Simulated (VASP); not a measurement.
Here is a VASP 6.6.1 calculation.

Contents of INCAR:

```
SYSTEM = Al
PREC = Accurate ; ENCUT = 520
EDIFF = 1E-6 ; ISMEAR = 0
SIGMA = 0.15 ; LREAL = .False.
LASPH = .True. ; NELM = 60
ALGO = Normal ; ISIF = 2
LWAVE = .False. ; LCHARG = .False.
GGA = PS ; NBANDS = 32
```

KPOINTS

```
Automatic mesh
0
Gamma
  3 3 1
  0 0 0
```

File POSCAR:

```
Al
1.0
    5.7275651202      0.0000002887      0.0000000000
    2.8637823101      4.9602170403      0.0000000000
    0.0000000000      0.0000000000     17.6765370000
Al
13
Direct
    0.1666666567      0.1666666717      0.0565721700
    0.6666666717      0.1666666717      0.0565721700
    0.1666666667      0.6666666667      0.0565721700
    0.6666666717      0.6666666567      0.0565721700
   -0.1666666667      0.3333333333      0.1893974105
    0.3329435529      0.3341128943      0.1877732721
   -0.1658871057      0.8329435529      0.1877732721
    0.3329435529      0.8329435529      0.1877732721
   -0.0029587093      0.0059174187      0.3192426518
    0.5000000000      0.0000000000      0.3278742631
   -0.0029587093      0.4970412907      0.3192426518
    0.5059174187      0.4970412907      0.3192426518
    0.1666666667      0.6666666667      0.4386837281
```

Potentials or basis: VASP PAW PBE potentials, release 64 (Al).

Launch:

```console
$ cat potpaw_PBE.64/Al/POTCAR > POTCAR
$ mpirun -np 1 vasp_std > vasp.out
```

**Question.** Estimate the band gap on the k mesh.

**Answer.** Zero (an odd number of electrons rules out a gap without spin polarisation).

**Question.** Predict the largest force.

**Answer.** 0.163 eV/Å.

Forces in eV/Å, atoms in the order of the input:
```
Al   0.141 -0.082  0.005
Al  -0.141 -0.082  0.005
Al   0.000  0.000 -0.072
Al   0.000  0.163  0.005
Al   0.000  0.000  0.020
Al   0.000 -0.004  0.016
Al  -0.003  0.002  0.016
Al   0.003  0.002  0.016
Al   0.000  0.007 -0.004
Al   0.000  0.000 -0.007
Al  -0.006 -0.003 -0.004
Al   0.006 -0.003 -0.004
Al   0.000  0.000  0.010
```

Caveat: the k points lie up to 0.42 Å⁻¹ apart, too coarse for converged energies and pressures of a metal; there is no dipole correction, which matters where the two faces differ; the PAW data sets were made with another functional, which shifts forces and pressure a little.
